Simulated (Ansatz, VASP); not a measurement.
Si16O: VASP beside Ansatz

```xyz
17
Lattice="0.0000 5.4300 5.4300 5.4300 0.0000 5.4300 5.4300 5.4300 0.0000" Properties=species:S:1:pos:R:3 pbc="T T T"
Si    0.3036   -0.1938    0.0154
Si    1.3758    1.3539    1.3628
Si    2.6404    2.7065   -0.1033
Si    3.9474    4.2452    1.1082
Si    2.7060    0.0023    2.6926
Si    4.0550    1.5471    3.7669
Si    5.3549    2.9544    2.4446
Si    6.7161    4.0966    3.9931
Si    0.0784    2.6895    2.7858
Si    1.6286    3.8299    4.1468
Si    2.6946    5.4118    2.7220
Si    4.0700    6.7695    4.0598
Si    2.9652    2.5391    5.5543
Si    4.1751    4.0797    6.8611
Si    5.4423    5.4466    5.4317
Si    6.7801    6.8039    6.8075
O     5.4408    6.1036    9.4866
```

Alike in both runs: functional PBE; k mesh 2 × 2 × 2; occupations gaussian, width 0.05 eV; collinear spin.

Ansatz relaxed the structure, and its values are those at the end. VASP's run is a single point on that final structure, the one shown.

|  | VASP | Ansatz |
| --- | --- | --- |
| version | VASP 6.6.1 | Ansatz 0.2.0 |
| potentials or method | VASP PAW PBE potentials, release 64 (Si, O), cutoff 520 eV | scalar-relativistic, plane waves, PAW |
| valence electrons in the cell | 70 | 70 |

Ansatz gave:

- rms of the force components (eV/Å): 0.002
- net moment per atom (μB): 0.00

Problem. Which values does VASP return?

Solution. rms of the force components (eV/Å): 0.015; net moment per atom (μB): 0.00.

Ansatz's warnings: filled band counts differ across k points, seeded moment not kept.

The k mesh is coarse, so the values compare programs but aren't converged.
